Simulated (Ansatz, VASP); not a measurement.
**CoO in VASP and in Ansatz**

```
Co O
1.0
     0.00000    2.13150    2.13150
     2.13150    0.00000    2.13150
     4.26300    4.26300    0.00000
Co O
2 2
Direct
  0.00000 0.00000 0.00000
  0.00000 0.00000 0.50000
  0.50000 0.50000 0.25000
  0.50000 0.50000 0.75000
```

Alike in both runs: task single point; functional PBE; k mesh 10 × 10 × 5; occupations gaussian, width 0.05 eV; collinear spin; Hubbard terms Co d U = 3.3 eV.

```csv
,VASP,Ansatz
version,VASP 6.6.1,Ansatz 0.2.0
potentials or method,"VASP PAW PBE potentials, release 64 (Co_sv, O), cutoff 700 eV","scalar-relativistic, plane waves, PAW"
valence electrons in the cell,46,46
```

VASP gave:

```
pressure (GPa)                                                : -2.9
net moment per atom (μB)                                      : 0.00
size of the moment on the site where the two differ most (μB) : 2.63
```

**Question.** Estimate Ansatz's values.

**Answer.** Pressure (GPa): 5.6; net moment per atom (μB): 0.00; size of the moment on the site where the two differ most (μB): 2.53.

Site moments also hang on the region over which each program counts them. The programs project onto different local orbitals, so the same U acts differently, and such runs can settle in different states. Ansatz's warnings: stability check not made.
